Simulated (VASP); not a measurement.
Set up this calculation in VASP 6.6.1, as the native input.

| Item | Value |
| --- | --- |
| Task | relaxation of cell and atoms |
| Functional | LDA |
| Potentials or basis | VASP PAW LDA potentials, release 64 (Al, Nb_sv, C) |
| Cutoff | 600 eV |
| k mesh | 15 × 15 × 4 |
| Occupations | gaussian, width 0.1 eV |
| Spin | no spin polarisation |
| Dipole correction | no |
| Further INCAR settings | ALGO = Normal; EDIFF = 1e-07; IBRION = 2; EDIFFG = -0.005; NSW = 70; ISIF = 3 |

The structure of Nb2AlC lies in POSCAR:

```
Nb2AlC
1.0
    3.1184250909      0.0000000000      0.0000000000
   -1.5592125454      2.7006353485      0.0000000000
    0.0000000000      0.0000000000     13.9376198955
Al Nb C
2 4 2
Direct
    0.3333333333      0.6666666667      0.7500000000
    0.6666666667      0.3333333333      0.2500000000
    0.3333333333      0.6666666667      0.0889836084
    0.6666666667      0.3333333333      0.5889836084
    0.6666666667      0.3333333333      0.9110163916
    0.3333333333      0.6666666667      0.4110163916
    0.0000000000      0.0000000000      0.0000000000
    0.0000000000      0.0000000000      0.5000000000
```

The input as run:

INCAR

```
  PREC = Accurate
  ENCUT = 600
  EDIFF = 1E-7
  ISMEAR = 0
  SIGMA = 0.1
  LREAL = False
  LASPH = True
  NELM = 100
  ALGO = Normal
  ISIF = 3
  LWAVE = False
  LCHARG = False
  IBRION = 2
  NSW = 70
  EDIFFG = -0.005
```

KPOINTS

```
regular mesh
0
Gamma
  15 15 4
```

Potentials or basis: VASP PAW LDA potentials, release 64 (Al, Nb_sv, C).

Run with:

```sh
$ cat potpaw_LDA.64/Al/POTCAR potpaw_LDA.64/Nb_sv/POTCAR potpaw_LDA.64/C/POTCAR > POTCAR
$ mpirun -np 1 vasp_std > vasp.out
```

Results of the run:

```yaml
Relaxed_volume: 14.07 Å³/atom
Relaxed_cell: a = 3.075 Å, b = 3.075 Å, c = 13.740 Å, α = 90.00°, β = 90.00°, γ = 120.00°
Space_group_after_relaxing_to_0.05_Å: P6_3/mmc (No. 194)
Energy_gained_by_relaxing: 16.2 meV/atom
Ionic_steps: 13
Pressure_after_relaxing: 0.0 GPa
Band_gap_on_the_k_mesh: zero (band 33 reaches 12.16 eV, above the bottom of band 34 at 9.66 eV)
```

It took 37 min on 1 thread of Intel(R) Xeon(R) 6975P-C (Granite Rapids), on a shared host, peak memory 0.51 GiB.
